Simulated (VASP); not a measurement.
# TePb (Fm-3m) in VASP: single point with RPBE

Aim: the single point of TePb with RPBE.

All numbers are computed with VASP 6.6.1; they aren't measurements. Logs are shortened: lines on timing, memory, paths and dates and some standing lists are left out, and cuts for length are marked.

**1. The cell of the first run**

The structure is cubic, space group Fm-3m (No. 225). The conventional cell has a = 6.462 Å, b = 6.462 Å, c = 6.462 Å, α = 90.00°, β = 90.00°, γ = 90.00°. Within 4.3 Å of Te (site symmetry m-3m) lie 6 Pb at 3.23 Å. Within 4.3 Å of Pb (site symmetry m-3m) lie 6 Te at 3.23 Å.

**2. Single point, RPBE**

INCAR

```
ALGO = Normal
EDIFF = 1E-6
ENCUT = 500
GGA = RP
GGA_COMPAT = F
ISIF = 2
ISMEAR = 0
LASPH = T
LCHARG = F
LREAL = F
LWAVE = F
NBANDS = 17
NELM = 120
PREC = Accurate
SIGMA = 0.01
```

KPOINTS

```
k-points
0
Gamma
  5 5 5
```

POSCAR

```
TePb
1.0
    0.0000000000      3.2310000000      3.2310000000
    3.2310000000      0.0000000000      3.2310000000
    3.2310000000      3.2310000000      0.0000000000
Te Pb
1 1
Direct
    0.5000000000      0.5000000000      0.5000000000
    0.0000000000      0.0000000000      0.0000000000
```

Potentials or basis: VASP PAW PBE potentials, release 64 (Te, Pb_d).

Run with:

```bash
$ cat potpaw_PBE.64/Te/POTCAR potpaw_PBE.64/Pb_d/POTCAR > POTCAR
$ mpirun -np 1 vasp_std > vasp.out
```

OUTCAR:

```text
EDIFF = 1E-6
   ENCUT = 500
   GGA = RP
   ISIF = 2
   ISMEAR = 0
   LASPH = T
   LREAL = F
   NELM = 120
   PREC = Accurate

 ion  position               nearest neighbor table
   1  0.500  0.500  0.500-   2 3.23   2 3.23   2 3.23   2 3.23   2 3.23   2 3.23
   2  0.000  0.000  0.000-   1 3.23   1 3.23   1 3.23   1 3.23   1 3.23   1 3.23

  LATTYP: Found a face centered cubic cell.
 ALAT       =     6.4620000000

  Lattice vectors:

 A1 = (   0.0000000000,   3.2310000000,   3.2310000000)
 A2 = (   3.2310000000,   0.0000000000,   3.2310000000)
 A3 = (   3.2310000000,   3.2310000000,   0.0000000000)

Analysis of symmetry for initial positions (statically):
=====================================================================
 Subroutine PRICEL returns:
 Original cell was already a primitive cell.

 Routine SETGRP: Setting up the symmetry group for a
 face centered cubic supercell.

 Subroutine GETGRP returns: Found 48 space group operations
 (whereof 48 operations were pure point group operations)
 out of a pool of 48 trial point group operations.

The static configuration has the point symmetry O_h .

Analysis of symmetry for dynamics (positions and initial velocities):
=====================================================================
 Subroutine PRICEL returns:
 Original cell was already a primitive cell.

 Routine SETGRP: Setting up the symmetry group for a
 face centered cubic supercell.

 Subroutine GETGRP returns: Found 48 space group operations
 (whereof 48 operations were pure point group operations)
 out of a pool of 48 trial point group operations.

The dynamic configuration has the point symmetry O_h .

 Subroutine INISYM returns: Found 48 space group operations
 (whereof 48 operations are pure point group operations),
 and found     1 'primitive' translations

----------------------------------------------------------------------------------------

                                     Primitive cell

  volume of cell :      67.4592

  direct lattice vectors                    reciprocal lattice vectors
     0.000000000  3.231000000  3.231000000    -0.154750851  0.154750851  0.154750851
     3.231000000  0.000000000  3.231000000     0.154750851 -0.154750851  0.154750851
[... 64 lines left out ...]
   ISPIN  =      1    spin polarized calculation?
   LNONCOLLINEAR =      F non collinear calculations
   LSORBIT =      F    spin-orbit coupling
   LASPH  =      T    aspherical Exc in radial PAW
   ENCUT  =  500.0 eV  36.75 Ry    6.06 a.u.   8.33  8.33  8.33*2*pi/ulx,y,z
   NELM   =    120;   NELMIN=  2; NELMDL= -5     # of ELM steps
   EDIFF  = 0.1E-05   stopping-criterion for ELM
   LREAL  =      F    real-space projection
   EDIFFG = 0.1E-04   stopping-criterion for IOM
   NSW    =      0    number of steps for IOM
   IBRION =     -1    ionic relax: 0-MD 1-quasi-New 2-CG
   NFREE  =      0    steps in history (QN), initial steepest desc. (CG)
   ISIF   =      2    stress and relaxation
   ISYM   =      2    0-nonsym 1-usesym 2-fastsym
   POTIM  = 0.5000    time-step for ionic-motion
   TEBEG  =    0.0;   TEEND  =   0.0 temperature during run
   PSTRESS=    0.0 pullay stress
   NELECT =      20.0000    total number of electrons
   NUPDOWN=      -1.0000    fix difference up-down
   EMIN   =  10.00;   EMAX   =-10.00  energy-range for DOS
   EFERMI =   0.00;   METHOD = LEGACY
   ISMEAR =     0;   SIGMA  =   0.01  broadening in eV -4-tet -1-fermi 0-gaus
   EFERMI_NEDOS =   21; number of points for ismear=-14 and -15
   IALGO  =     38    algorithm
   IMIX   =      4    mixing-type and parameters
     AMIX     =   0.40;   BMIX     =  1.00
     AMIX_MAG =   1.60;   BMIX_MAG =  1.00
  volume/ion in A,a.u.               =      33.73       227.62
  Fermi-wavevector in a.u.,A,eV,Ry     =   1.091619  2.062861 16.213147  1.191633
  Thomas-Fermi vector in A             =   2.227868
   LORBIT       =      0    0 simple, 1 ext, 2 COOP (PROOUT), +10 PAW based schemes
   GGA     = RP    functional components
   LHFCALC =     F    Hartree Fock is set to
   AEXX    =    0.0000 exact exchange contribution
   IVDW    =     0    specifies the selected vdW correction
   LEPSILON=     F    determine dielectric tensor
   LRPA    =     F    only Hartree local field effects (RPA)
 non-spin polarized calculation
 Gauss-broadening in eV      SIGMA  =   0.01
  energy-cutoff  :      500.00
  volume of cell :       67.46
 maximum number of plane-waves:      1736
 NGX is ok and might be reduce to    36
   NGX = 17   NGY = 17   NGZ = 17

 number of electron      20.0000003 magnetization

 Free energy of the ion-electron system (eV)
  ---------------------------------------------------
  ext. energy  EPLUGINS =         0.00000000
  ---------------------------------------------------
  free energy    TOTEN  =        -6.77806901 eV

  energy without entropy =       -6.77806901  energy(sigma->0) =       -6.77806901

 E-fermi :   5.6762     XC(G=0):  -9.1735

 val. band max:        5.5777461006   @ k =  -0.2000   0.2000   0.0000
 cond. band min:       6.8476588131   @ k =   0.4000   0.0000   0.0000
 fundamental gap:      1.2699127125
 Fermi energy:         5.6761580460

 k-point     1 :       0.0000    0.0000    0.0000
  band No.  band energies     occupation
      1     -11.0495      2.00000
      2     -11.0495      2.00000
      3     -11.0438      2.00000
      4     -11.0438      2.00000
      5     -11.0438      2.00000
      6      -6.2577      2.00000
[... 177 lines left out ...]
      4     -11.0305      2.00000
      5     -11.0211      2.00000
      6      -4.5840      2.00000
[... 9 lines left out ...]
     16      15.8696      0.00000
     17      15.9044      0.00000

------------------------ aborting loop because EDIFF is reached ----------------------------------------

  FORCE on cell =-STRESS in cart. coord.  units (eV):
  Direction    XX          YY          ZZ          XY          YZ          ZX
  --------------------------------------------------------------------------------------
  -------------------------------------------------------------------------------------
  Total        1.5120768      1.5120768      1.5120768      0.0000000      0.0000000     -0.0000000
  in kB       35.9123289     35.9123289     35.9123289      0.0000000      0.0000000     -0.0000000
  external PRESSURE =      35.9123289 kB  Pullay stress =       0.0000000 kB

 VOLUME and BASIS-vectors are now :
 -----------------------------------------------------------------------------
  energy-cutoff  :      500.00
  volume of cell :       67.46
      direct lattice vectors                 reciprocal lattice vectors
     0.000000000  3.231000000  3.231000000    -0.154750851  0.154750851  0.154750851
     3.231000000  0.000000000  3.231000000     0.154750851 -0.154750851  0.154750851
     3.231000000  3.231000000  0.000000000     0.154750851  0.154750851 -0.154750851

 POSITION                                       TOTAL-FORCE (eV/Angst)
 -----------------------------------------------------------------------------------
      3.23100      3.23100      3.23100        -0.000000      0.000000      0.000000
      0.00000      0.00000      0.00000         0.000000      0.000000      0.000000
 -----------------------------------------------------------------------------------
    total drift:                               -0.000000      0.000000      0.000000

  FREE ENERGIE OF THE ION-ELECTRON SYSTEM (eV)
  ---------------------------------------------------
  free  energy   TOTEN  =        -6.7780690076 eV

  energy  without entropy=       -6.7780690076  energy(sigma->0) =       -6.77806901
```

OSZICAR:

```text
N       E                     dE             d eps       ncg     rms          rms(c)
DAV:   1     0.150407413499E+03    0.15041E+03   -0.89505E+03   340   0.111E+03
DAV:   2     0.359949171286E+01   -0.14681E+03   -0.14319E+03   356   0.287E+02
DAV:   3    -0.659878725014E+01   -0.10198E+02   -0.10146E+02   442   0.822E+01
DAV:   4    -0.687728463599E+01   -0.27850E+00   -0.27817E+00   431   0.157E+01
DAV:   5    -0.688858194557E+01   -0.11297E-01   -0.11297E-01   495   0.278E+00    0.345E+00
DAV:   6    -0.677471223408E+01    0.11387E+00   -0.24984E-01   491   0.342E+00    0.215E+00
DAV:   7    -0.677439828300E+01    0.31395E-03   -0.90420E-02   381   0.143E+00    0.942E-01
DAV:   8    -0.677799212714E+01   -0.35938E-02   -0.11610E-02   394   0.107E+00    0.181E-01
DAV:   9    -0.677794419452E+01    0.47933E-04   -0.11515E-03   485   0.391E-01    0.883E-02
DAV:  10    -0.677805467667E+01   -0.11048E-03   -0.29184E-04   383   0.115E-01    0.145E-02
DAV:  11    -0.677806982963E+01   -0.15153E-04   -0.68994E-05   444   0.787E-02    0.194E-02
DAV:  12    -0.677806900765E+01    0.82198E-06   -0.37883E-06   361   0.125E-02
   1 F= -.67780690E+01 E0= -.67780690E+01  d E =-.470630E-45
```

Run time: 8.5 s. Hardware: 1 thread of Intel Xeon Platinum 8559C (Emerald Rapids), shared host; peak memory 0.2 GiB.

Results:

| Item | Value |
| --- | --- |
| Free energy | -6.7781 eV |
| Pressure | 3.6 GPa |

Caveat: this odd mesh misses L, where the gap lies, so gap, dielectric constants and Born charges aren't listed; the PAW data sets were made with another functional, which shifts forces and pressure a little; spin-orbit coupling is left out, which moves the levels of the heavy elements.
